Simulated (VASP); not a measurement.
# Ni (Fm-3m) in VASP: further runs

The runs below take Ni through single point, relaxation of cell and atoms, with BLYP, RPBE.

All numbers are computed with VASP 6.6.1; they aren't measurements. Logs are shortened: lines on timing, memory, paths and dates and some standing lists are left out, and cuts for length are marked.

### 1 The cell of the first run

It takes space group Fm-3m (No. 225, cubic). Conventional cell: a = 3.576 Å, b = 3.576 Å, c = 3.576 Å, α = 90.00°, β = 90.00°, γ = 90.00°. Ni (site symmetry m-3m) has 12 Ni at 2.53 Å within 3.3 Å.

### 2 Single point, BLYP, collinear spin, ferromagnetic start

The input, INCAR:

```
SYSTEM = Ni
AGGAC = 1.0
AGGAX = 1.0
ALDAC = 0.0
ALDAX = 1.0
ALGO = Normal
EDIFF = 1E-7
ENCUT = 520
GGA = B5
ISIF = 2
ISMEAR = -1
ISPIN = 2
LASPH = .TRUE.
LCHARG = .FALSE.
LMAXMIX = 4
LORBIT = 11
LREAL = .FALSE.
LWAVE = .FALSE.
MAGMOM = 1
NBANDS = 15
NELM = 150
PREC = Accurate
SIGMA = 0.05
```

The input, KPOINTS:

```
k-points
0
G
  13 13 13
  0 0 0
```

The input, POSCAR:

```
Ni
1.0
    0.0000000000      1.7879378585      1.7879378585
    1.7879378585      0.0000000000      1.7879378585
    1.7879378585      1.7879378585      0.0000000000
Ni
1
Direct
    0.0000000000      0.0000000000      0.0000000000
```

Potentials or basis: VASP PAW PBE potentials, release 64 (Ni).

On the command line:

```
$ cat potpaw_PBE.64/Ni/POTCAR > POTCAR
$ mpirun -np 1 vasp_std > vasp.out
```

OUTCAR:

```text
SYSTEM = Ni
   EDIFF = 1E-7
   ENCUT = 520
   GGA = B5
   ISIF = 2
   ISMEAR = -1
   ISPIN = 2
   LASPH = .TRUE.
   LORBIT = 11
   LREAL = .FALSE.
   NELM = 150
   PREC = Accurate

 ion  position               nearest neighbor table
   1  0.000  0.000  0.000-

  LATTYP: Found a face centered cubic cell.
 ALAT       =     3.5758757170

  Lattice vectors:

 A1 = (   0.0000000000,   1.7879378585,   1.7879378585)
 A2 = (   1.7879378585,   0.0000000000,   1.7879378585)
 A3 = (   1.7879378585,   1.7879378585,   0.0000000000)

Analysis of symmetry for initial positions (statically):
=====================================================================
 Subroutine PRICEL returns:
 Original cell was already a primitive cell.

 Routine SETGRP: Setting up the symmetry group for a
 face centered cubic supercell.

 Subroutine GETGRP returns: Found 48 space group operations
 (whereof 48 operations were pure point group operations)
 out of a pool of 48 trial point group operations.

The static configuration has the point symmetry O_h .

Analysis of symmetry for dynamics (positions and initial velocities):
=====================================================================
 Subroutine PRICEL returns:
 Original cell was already a primitive cell.

 Routine SETGRP: Setting up the symmetry group for a
 face centered cubic supercell.

 Subroutine GETGRP returns: Found 48 space group operations
 (whereof 48 operations were pure point group operations)
 out of a pool of 48 trial point group operations.

The dynamic configuration has the point symmetry O_h .

Analysis of structural, dynamic, and magnetic symmetry:
=====================================================================
 Subroutine PRICEL returns:
 Original cell was already a primitive cell.

 Routine SETGRP: Setting up the symmetry group for a
 face centered cubic supercell.

 Subroutine GETGRP returns: Found 48 space group operations
 (whereof 48 operations were pure point group operations)
 out of a pool of 48 trial point group operations.

The overall configuration has the point symmetry O_h .

 Subroutine INISYM returns: Found 48 space group operations
 (whereof 48 operations are pure point group operations),
 and found     1 'primitive' translations

----------------------------------------------------------------------------------------

                                     Primitive cell

  volume of cell :      11.4311

  direct lattice vectors                    reciprocal lattice vectors
     0.000000000  1.787937859  1.787937859    -0.279651777  0.279651777  0.279651777
     1.787937859  0.000000000  1.787937859     0.279651777 -0.279651777  0.279651777
     1.787937859  1.787937859  0.000000000     0.279651777  0.279651777 -0.279651777

  length of vectors
     2.528525968  2.528525968  2.528525968     0.484371087  0.484371087  0.484371087

  position of ions in fractional coordinates (direct lattice)
     0.000000000  0.000000000  0.000000000

  ion indices of the primitive-cell ions
   primitive index   ion index
                 1           1

----------------------------------------------------------------------------------------

 KPOINTS: k-points

Automatic generation of k-mesh.
 Grid dimensions read from file:
 generate k-points for:   13   13   13

 Generating k-lattice:

  Cartesian coordinates                     Fractional coordinates (reciprocal lattice)
    -0.021511675  0.021511675  0.021511675     0.076923077  0.000000000  0.000000000
     0.021511675 -0.021511675  0.021511675     0.000000000  0.076923077  0.000000000
     0.021511675  0.021511675 -0.021511675     0.000000000  0.000000000  0.076923077

  Length of vectors
     0.037259314  0.037259314  0.037259314

  Shift w.r.t. Gamma in fractional coordinates (k-lattice)
     0.000000000  0.000000000  0.000000000

 Subroutine IBZKPT returns following result:
 ===========================================

 Found     84 irreducible k-points:

 Following reciprocal coordinates:
            Coordinates               Weight
  0.000000  0.000000  0.000000      1.000000
  0.076923  0.000000  0.000000      8.000000
  0.153846  0.000000  0.000000      8.000000
  0.230769  0.000000  0.000000      8.000000
  0.307692  0.000000  0.000000      8.000000
  0.384615  0.000000  0.000000      8.000000
[... 16 lines left out ...]
  0.384615  0.153846  0.000000     24.000000
  0.461538  0.153846  0.000000     24.000000
 [... further k-points ...]
   k-points           NKPTS =     84   k-points in BZ     NKDIM =     84   number of bands    NBANDS=     15
   number of dos      NEDOS =    301   number of ions     NIONS =      1
   total plane-waves  NPLWV =   8000
   dimension x,y,z NGX =    20 NGY =   20 NGZ =   20
   dimension x,y,z NGXF=    40 NGYF=   40 NGZF=   40
   ions per type =               1
   NGX,Y,Z   is equivalent  to a cutoff of  13.15, 13.15, 13.15 a.u.
   NGXF,Y,Z  is equivalent  to a cutoff of  26.30, 26.30, 26.30 a.u.
 SYSTEM =  Ni
   PREC   = accura    normal or accurate (medium, high low for compatibility)
   ISTART =      0    job   : 0-new  1-cont  2-samecut
   ICHARG =      2    charge: 1-file 2-atom 10-const
   ISPIN  =      2    spin polarized calculation?
   LNONCOLLINEAR =      F non collinear calculations
   LSORBIT =      F    spin-orbit coupling
   LASPH  =      T    aspherical Exc in radial PAW
   ENCUT  =  520.0 eV  38.22 Ry    6.18 a.u.   4.70  4.70  4.70*2*pi/ulx,y,z
   NELM   =    150;   NELMIN=  2; NELMDL= -5     # of ELM steps
   EDIFF  = 0.1E-06   stopping-criterion for ELM
   LREAL  =      F    real-space projection
   EDIFFG = 0.1E-05   stopping-criterion for IOM
   NSW    =      0    number of steps for IOM
   IBRION =     -1    ionic relax: 0-MD 1-quasi-New 2-CG
   NFREE  =      0    steps in history (QN), initial steepest desc. (CG)
   ISIF   =      2    stress and relaxation
   ISYM   =      2    0-nonsym 1-usesym 2-fastsym
   POTIM  = 0.5000    time-step for ionic-motion
   TEBEG  =    0.0;   TEEND  =   0.0 temperature during run
   PSTRESS=    0.0 pullay stress
   NELECT =      10.0000    total number of electrons
   NUPDOWN=      -1.0000    fix difference up-down
   EMIN   =  10.00;   EMAX   =-10.00  energy-range for DOS
   EFERMI =   0.00;   METHOD = LEGACY
   ISMEAR =    -1;   SIGMA  =   0.05  broadening in eV -4-tet -1-fermi 0-gaus
   EFERMI_NEDOS =   21; number of points for ismear=-14 and -15
   IALGO  =     38    algorithm
   IMIX   =      4    mixing-type and parameters
     AMIX     =   0.40;   BMIX     =  1.00
     AMIX_MAG =   1.60;   BMIX_MAG =  1.00
  volume/ion in A,a.u.               =      11.43        77.14
  Fermi-wavevector in a.u.,A,eV,Ry     =   1.565714  2.958770 33.354139  2.451460
  Thomas-Fermi vector in A             =   2.668149
   LORBIT       =     11    0 simple, 1 ext, 2 COOP (PROOUT), +10 PAW based schemes
   GGA     = B5    functional components
   LHFCALC =     F    Hartree Fock is set to
   AEXX    =    0.0000 exact exchange contribution
   IVDW    =     0    specifies the selected vdW correction
   LEPSILON=     F    determine dielectric tensor
   LRPA    =     F    only Hartree local field effects (RPA)
 spin polarized calculation
  energy-cutoff  :      520.00
  volume of cell :       11.43
 maximum number of plane-waves:       331
   NGX =  9   NGY =  9   NGZ =  9

 number of electron      10.0000000 magnetization       1.0000000

 number of electron       9.9999997 magnetization       0.6172874

 Free energy of the ion-electron system (eV)
  ---------------------------------------------------
  ext. energy  EPLUGINS =         0.00000000
  ---------------------------------------------------
  free energy    TOTEN  =        -4.61705506 eV

  energy without entropy =       -4.60329971  energy(sigma->0) =       -4.61017738

 E-fermi :   9.1409     XC(G=0): -12.3791

 val. band max:        9.1254801566   @ k =   0.3846   0.0769   0.0000
 cond. band min:       9.1528624369   @ k =  -0.4615   0.4615   0.0000
 fundamental gap:      0.0273822802
 Fermi energy:         9.1409352925

 spin component 1

 k-point     1 :       0.0000    0.0000    0.0000
  band No.  band energies     occupation
      1       0.6181      1.00000
      2       6.8392      1.00000
      3       6.8392      1.00000
      4       6.8392      1.00000
      5       7.9307      1.00000
      6       7.9307      1.00000
      7      32.8084      0.00000
      8      35.9779      0.00000
      9      35.9779      0.00000
     10      35.9779      0.00000
     11      38.8737      0.00000
     12      38.8737      0.00000
     13      38.8737      0.00000
     14      42.3982      0.00000
     15      47.4404      0.00000
[... 397 lines left out ...]
 k-point    24 :       0.4615    0.1538    0.0000
  band No.  band energies     occupation
      1       4.9456      1.00000
      2       6.5372      1.00000
      3       6.9025      1.00000
      4       7.2247      1.00000
      5       8.5719      0.99999
      6      10.0104      0.00000
      7      16.7678      0.00000
      8      27.6151      0.00000
      9      28.9477      0.00000
     10      31.1997      0.00000
     11      41.0880      0.00000
     12      41.1157      0.00000
     13      43.8163      0.00000
     14      46.9838      0.00000
     15      54.3718      0.00000

 [... further k-points ...]

 spin component 2

 k-point     1 :       0.0000    0.0000    0.0000
  band No.  band energies     occupation
      1       0.6099      1.00000
      2       7.5711      1.00000
      3       7.5711      1.00000
      4       7.5711      1.00000
      5       8.4764      1.00000
      6       8.4764      1.00000
      7      32.6861      0.00000
      8      35.9936      0.00000
      9      35.9936      0.00000
     10      35.9936      0.00000
     11      39.0026      0.00000
     12      39.0026      0.00000
     13      39.0026      0.00000
     14      42.3239      0.00000
     15      47.6091      0.00000
[... 397 lines left out ...]
 k-point    24 :       0.4615    0.1538    0.0000
  band No.  band energies     occupation
      1       5.3200      1.00000
      2       6.9656      1.00000
      3       7.4894      1.00000
      4       7.8321      1.00000
      5       9.2907      0.04765
      6      10.4474      0.00000
      7      17.0262      0.00000
      8      27.6778      0.00000
      9      29.0364      0.00000
     10      31.2598      0.00000
     11      41.0903      0.00000
     12      41.1661      0.00000
     13      43.8776      0.00000
     14      47.1549      0.00000
     15      55.6401      0.00000

 [... further k-points ...]
[... 5 lines left out ...]
  --------------------------------------------------------------------------------------
  -------------------------------------------------------------------------------------
  Total        0.0187275      0.0187275      0.0187275      0.0000000      0.0000000      0.0000000
  in kB        2.6248388      2.6248388      2.6248388      0.0000000      0.0000000      0.0000000
  external PRESSURE =       2.6248388 kB  Pullay stress =       0.0000000 kB

 VOLUME and BASIS-vectors are now :
 -----------------------------------------------------------------------------
  energy-cutoff  :      520.00
  volume of cell :       11.43
      direct lattice vectors                 reciprocal lattice vectors
     0.000000000  1.787937859  1.787937859    -0.279651777  0.279651777  0.279651777
     1.787937859  0.000000000  1.787937859     0.279651777 -0.279651777  0.279651777
     1.787937859  1.787937859  0.000000000     0.279651777  0.279651777 -0.279651777

 POSITION                                       TOTAL-FORCE (eV/Angst)
 -----------------------------------------------------------------------------------
      0.00000      0.00000      0.00000        -0.000000      0.000000     -0.000000
 -----------------------------------------------------------------------------------
    total drift:                                0.000000      0.000000      0.000000

  FREE ENERGIE OF THE ION-ELECTRON SYSTEM (eV)
  ---------------------------------------------------
  free  energy   TOTEN  =        -4.6170550550 eV

  energy  without entropy=       -4.6032997054  energy(sigma->0) =       -4.61017738

 total charge

# of ion       s       p       d       tot
------------------------------------------
    1        0.480   0.443   8.349   9.272

 magnetization (x)

# of ion       s       p       d       tot
------------------------------------------
    1       -0.006  -0.022   0.657   0.629
```

Wall time 18 s (1 thread of Intel Xeon 6975P-C (Granite Rapids), shared host); peak memory 0.14 GiB.

What came out:

```yaml
Free_energy: -4.6171 eV
Pressure: 0.3 GPa
Net_moment: 0.62 μB per cell
Site_moments: Ni +0.63 μB
Valence_electrons_inside_the_program's_atomic_spheres: Ni 9.27
```

Caveat: the PAW data sets were made with another functional, which shifts forces and pressure a little.

### 3 Relaxation of cell and atoms, RPBE, collinear spin, ferromagnetic start

This run uses another cell than the first one, of 10.49 Å³/atom, 0.918 times its volume.

The input, INCAR:

```
PREC = Accurate
ENCUT = 600
EDIFF = 1E-6
ISMEAR = -1
SIGMA = 0.05
LREAL = F
LASPH = T
NELM = 150
ALGO = Normal
ISIF = 3
LWAVE = F
LCHARG = F
ISPIN = 2
MAGMOM = 1
LORBIT = 11
LMAXMIX = 4
GGA = RP
IBRION = 2
NSW = 80
EDIFFG = -0.005
```

The input, KPOINTS:

```
regular mesh
0
Gamma
  13 13 13
```

The input, POSCAR:

```
Ni
1.0
    0.0000000000      1.7375729330      1.7375729330
    1.7375729330      0.0000000000      1.7375729330
    1.7375729330      1.7375729330      0.0000000000
Ni
1
Direct
    0.0000000000      0.0000000000      0.0000000000
```

Potentials or basis: VASP PAW PBE potentials, release 64 (Ni).

On the command line:

```
$ cat potpaw_PBE.64/Ni/POTCAR > POTCAR
$ mpirun -np 1 vasp_std > vasp.out
```

It took 24 s on 1 thread of Intel Xeon 6975P-C (Granite Rapids), shared host; peak memory 0.14 GiB.

The run converged. Its results:

```yaml
Free_energy: -4.9617 eV
Relaxed_volume: 11.22 Å³/atom
Relaxed_cell: a = 2.513 Å, b = 2.513 Å, c = 2.513 Å, α = 60.00°, β = 60.00°, γ = 60.00°
Space_group_after_relaxing_to_0.05_Å: Fm-3m (No. 225)
Energy_gained_by_relaxing: 29.2 meV/atom
Ionic_steps: 3
Pressure_after_relaxing: 0.0 GPa
Net_moment: 0.63 μB per cell
Site_moments: Ni +0.65 μB
Valence_electrons_inside_the_program's_atomic_spheres: Ni 9.25
```

The path:
| step | energy change (eV) | largest force (eV/Å) | pressure (GPa) | volume (Å³) |
| --- | --- | --- | --- | --- |
| 1 | 0.0000 | 0.0000 | 13.95 | 10.49 |
| 2 | -0.0061 | 0.0000 | -9.52 | 11.94 |
| 3 | -0.0292 | 0.0000 | -0.03 | 11.22 |

Final structure:
```
Ni
1.0
     0.00000    1.77669    1.77669
     1.77669    0.00000    1.77669
     1.77669    1.77669    0.00000
Ni
1
Direct
  0.00000 0.00000 0.00000
```

Levels at points of the mesh, in eV from the Fermi level:
Spin up:
```tsv
k point	band 3	band 4	band 5	band 6	band 7	band 8
(0.00, 0.00, 0.00)	-2.38	-2.38	-1.25	-1.25	23.41	27.11
```
Spin down:
```tsv
k point	band 2	band 3	band 4	band 5	band 6	band 7	band 8	band 9
(0.00, 0.00, 0.00)	-1.60	-1.60	-1.60	-0.66	-0.66	23.21	27.06	27.06
```

Caveat: the PAW data sets were made with another functional, which shifts forces and pressure a little.

### 4 Relaxation of cell and atoms, BLYP, collinear spin, ferromagnetic start

This run uses another cell than the first one, of 10.49 Å³/atom, 0.918 times its volume.

The input, INCAR:

```
SYSTEM = Ni
PREC = Accurate
ENCUT = 600
EDIFF = 1E-7
ISMEAR = -1
SIGMA = 0.05
LREAL = .FALSE.
LASPH = .TRUE.
NELM = 150
ALGO = Normal
ISIF = 3
LWAVE = .FALSE.
LCHARG = .FALSE.
ISPIN = 2
MAGMOM = 1
LORBIT = 11
LMAXMIX = 4
GGA = B5
ALDAX = 1.0
AGGAX = 1.0
AGGAC = 1.0
ALDAC = 0.0
IBRION = 2
NSW = 80
EDIFFG = -0.005
```

The input, KPOINTS:

```
Automatic mesh
0
G
  13 13 13
  0 0 0
```

POSCAR is that of step 3.

On the command line:

```
$ cat potpaw_PBE.64/Ni/POTCAR > POTCAR
$ mpirun -np 1 vasp_std > vasp.out
```

Wall time 49 s (1 thread of Intel Xeon 6975P-C (Granite Rapids), shared host); peak memory 0.14 GiB.

It converged, with:

* Free energy: -4.6167 eV
* Relaxed volume: 11.43 Å³/atom
* Relaxed cell: a = 2.529 Å, b = 2.529 Å, c = 2.529 Å, α = 60.00°, β = 60.00°, γ = 60.00°
* Space group after relaxing (to 0.05 Å): Fm-3m (No. 225)
* Energy gained by relaxing: 49.3 meV/atom
* Ionic steps: 5
* Pressure after relaxing: 0.0 GPa
* Net moment: 0.62 μB per cell
* Site moments: Ni +0.63 μB
* Valence electrons inside the program's atomic spheres: Ni 9.27

Step by step:
| step | energy change (eV) | largest force (eV/Å) | pressure (GPa) | volume (Å³) |
| --- | --- | --- | --- | --- |
| 1 | 0.0000 | 0.0000 | 18.11 | 10.49 |
| 2 | -0.0138 | 0.0000 | -11.01 | 12.40 |
| 3 | -0.0493 | 0.0000 | -0.17 | 11.45 |
| 4 | -0.0493 | 0.0000 | 0.13 | 11.43 |
| 5 | -0.0493 | 0.0000 | 0.04 | 11.43 |

Final structure:
```yaml
crystal:
  lattice:
    - [0.00000, 1.78807, 1.78807]
    - [1.78807, 0.00000, 1.78807]
    - [1.78807, 1.78807, 0.00000]
  atoms:
    - { symbol: Ni, position: [0.00000, 0.00000, 0.00000] }
```

Levels at points of the mesh, in eV from the Fermi level:
Spin up:
| k point | band 2 | band 3 | band 4 | band 5 | band 6 | band 7 | band 8 | band 9 |
| --- | --- | --- | --- | --- | --- | --- | --- | --- |
| (0.00, 0.00, 0.00) | -2.30 | -2.30 | -2.30 | -1.21 | -1.21 | 23.67 | 26.83 | 26.83 |
Spin down:
```
           k point  band 2  band 3  band 4  band 5  band 6  band 7  band 8  band 9
(0.00, 0.00, 0.00)   -1.57   -1.57   -1.57   -0.66   -0.66   23.54   26.85   26.85
```

Caveat: the PAW data sets were made with another functional, which shifts forces and pressure a little.

### 5 The runs side by side

```csv
task,level,cell,cutoff (eV),gap on the mesh (eV),pressure (GPa),moment (μB),relaxed volume (Å³/atom)
single point,BLYP,"a = 2.529 Å, angles 60.0°, 1 atom",520,none,0.3,0.62,-
relaxation of cell and atoms,RPBE,"relaxed from a = 2.457 Å, angles 60.0°, 1 atom",600,none,0.0,0.63,11.22
relaxation of cell and atoms,BLYP,"relaxed from a = 2.457 Å, angles 60.0°, 1 atom",600,none,0.0,0.62,11.43
```

Alike in all rows: potentials or basis VASP PAW PBE potentials, release 64 (Ni); spin collinear, ferromagnetic start; k mesh 13 × 13 × 13; smearing fermi-dirac 0.05 eV.

Caveats: the PAW data sets were made with another functional, which shifts forces and pressure a little.

Absolute energies hang on the potentials; compare differences alone.
